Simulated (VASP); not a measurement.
Write the native input for VASP 6.6.1 that does the following.

* Task: single point
* Functional: PBEsol
* Dispersion: D4
* Potentials or basis: VASP PAW PBE potentials, release 64 (Mg)
* Cutoff: 520 eV
* k mesh: 10 × 10 × 5
* Occupations: fermi-dirac, width 0.05 eV
* Spin: no spin polarisation
* Dipole correction: no
* Further INCAR settings: ALGO = Normal; EDIFF = 1e-06; NBANDS = 9

The structure of Mg lies in POSCAR:

```
Mg
1.0
    3.2722434310      0.0000000000      0.0000000000
   -1.6361217155      2.8338459386      0.0000000000
    0.0000000000      0.0000000000      5.3124886887
Mg
2
Direct
    0.6666666667      0.3333333333      0.7500000000
    0.3333333333      0.6666666667      0.2500000000
```

The input as run:

INCAR

```
SYSTEM = Mg
ALGO = Normal ; EDIFF = 1E-6
ENCUT = 520 ; GGA = PS
ISIF = 2 ; ISMEAR = -1
IVDW = 13 ; LASPH = .TRUE.
LCHARG = .TRUE. ; LELF = .TRUE.
LREAL = .FALSE. ; LVHAR = .TRUE.
LWAVE = .FALSE. ; NBANDS = 9
NELM = 60 ; PREC = Accurate
SIGMA = 0.05
```

KPOINTS

```
k-points
0
G
  10 10 5
  0 0 0
```

Potentials or basis: VASP PAW PBE potentials, release 64 (Mg).

Launch:

```console
$ cat potpaw_PBE.64/Mg/POTCAR > POTCAR
$ mpirun -np 1 vasp_std > vasp.out
```

Results of the run:

| Property | Result |
| --- | --- |
| Pressure | -3.4 GPa |
| Band gap on the k mesh | zero (bands 2 and 3 overlap by 1.92 eV) |
| Dispersion energy per atom | -0.087 eV |

Caveat: the cell stands under tension; the PAW data sets were made with another functional, which shifts forces and pressure a little.

It took 10 s on 1 thread of Intel(R) Xeon(R) Platinum 8259CL CPU @ 2.50GHz (Skylake/Cascade Lake), on a shared host, peak memory 0.16 GiB.
